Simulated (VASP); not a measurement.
BaCaGe2, 4 atoms in the cell. It takes space group P4/mmm (No. 123, tetragonal). Conventional cell: a = 4.028 Å, b = 4.028 Å, c = 7.041 Å, α = 90.00°, β = 90.00°, γ = 90.00°. Within 4.6 Å of Ba (site symmetry 4/mmm) lie 2 Ca at 3.52 Å and 8 Ge at 3.63 Å and 4 Ba at 4.03 Å. Ca (site symmetry 4/mmm) has 8 Ge at 3.12 Å and 2 Ba at 3.52 Å and 4 Ca at 4.03 Å within 4.1 Å. Ge (site symmetry 4mm) has 1 Ge at 2.55 Å and 4 Ca at 3.12 Å within 3.4 Å. 

| Item | Value |
| --- | --- |
| Program | VASP 6.6.1 |
| Task | single point |
| Functional | PBE |
| Potentials or basis | VASP PAW PBE potentials, release 64 (Ba_sv, Ca_sv, Ge_d) |
| Cutoff | 520 eV |
| k mesh | 12 × 12 × 6 |
| Occupations | gaussian, width 0.1 eV |
| Spin | no spin polarisation |
| Dipole correction | no |
| Further INCAR settings | ALGO = Fast; EDIFF = 1e-06; NBANDS = 32 |

Potentials or basis: VASP PAW PBE potentials, release 64 (Ba_sv, Ca_sv, Ge_d).

Command:

```console
$ cat potpaw_PBE.64/Ba_sv/POTCAR potpaw_PBE.64/Ca_sv/POTCAR potpaw_PBE.64/Ge_d/POTCAR > POTCAR
$ mpirun -np 1 vasp_std > vasp.out
```

Hardware: 1 thread of Intel(R) Xeon(R) 6975P-C (Granite Rapids) (shared host).

Task: How long does it take, and how much memory?

Result: Wall time 9.1 min on 1 thread of Intel(R) Xeon(R) 6975P-C (Granite Rapids), on a shared host, peak memory 0.53 GiB. Counts: scf iterations 38, k points 112.
